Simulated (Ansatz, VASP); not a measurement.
**Two plane-wave programs on H2CO**

```
CELL_PARAMETERS angstrom
8.12714 0.00000 0.00000
0.00000 8.12714 0.00000
0.00000 0.00000 8.12714
ATOMIC_POSITIONS crystal
O 0.05074 0.45622 0.30412
O 0.22273 0.29829 0.94773
O 0.65313 0.82763 0.21670
O 0.25434 0.87927 0.47704
O 0.96556 0.64477 0.73090
O 0.28883 0.89096 0.04264
O 0.89174 0.10263 0.65005
O 0.73523 0.30141 0.07124
C 0.08127 0.31012 0.30367
C 0.36034 0.35226 0.96944
C 0.64495 0.95209 0.29908
C 0.15047 0.85790 0.37177
C 0.06486 0.54880 0.67464
C 0.41578 0.87148 0.96730
C 0.96222 0.02550 0.75752
C 0.78307 0.43958 0.03969
H 0.20771 0.26328 0.32924
H 0.98473 0.21628 0.27801
H 0.46453 0.31805 0.88705
H 0.38713 0.43760 0.07390
H 0.60701 0.07247 0.24537
H 0.67683 0.95314 0.43231
H 0.11702 0.73305 0.32696
H 0.08279 0.96368 0.31640
H 0.18562 0.59123 0.62477
H 0.03940 0.41428 0.66965
H 0.49762 0.97626 0.93354
H 0.45713 0.74768 0.92476
H 0.09836 0.01227 0.75927
H 0.89612 0.96368 0.86058
H 0.91255 0.46549 0.00556
H 0.69778 0.54711 0.04234
```

Alike in both runs: functional PBE; k mesh 1 × 1 × 1; occupations fermi-dirac, width 0.02 eV; no spin polarisation.

Ansatz relaxed the structure, and its values are those at the end. VASP's run is a single point on that final structure, the one shown.

```csv
,VASP,Ansatz
version,VASP 6.6.1,Ansatz 0.2.0
potentials or method,"VASP PAW PBE potentials, release 64 (O, C, H), cutoff 520 eV","scalar-relativistic, plane waves, PAW"
valence electrons in the cell,96,96
```

Ansatz gave:

| Quantity | Value |
| --- | --- |
| rms of the force components (eV/Å) | 0.049 |

Question: What did VASP give for the same quantities?

Answer: rms of the force components (eV/Å): 0.208.

One of these differences is far larger than is usual between the two programs; its cause wasn't traced.

Noted on VASP's run: the standard files for N, O and F lose accuracy on very short bonds.
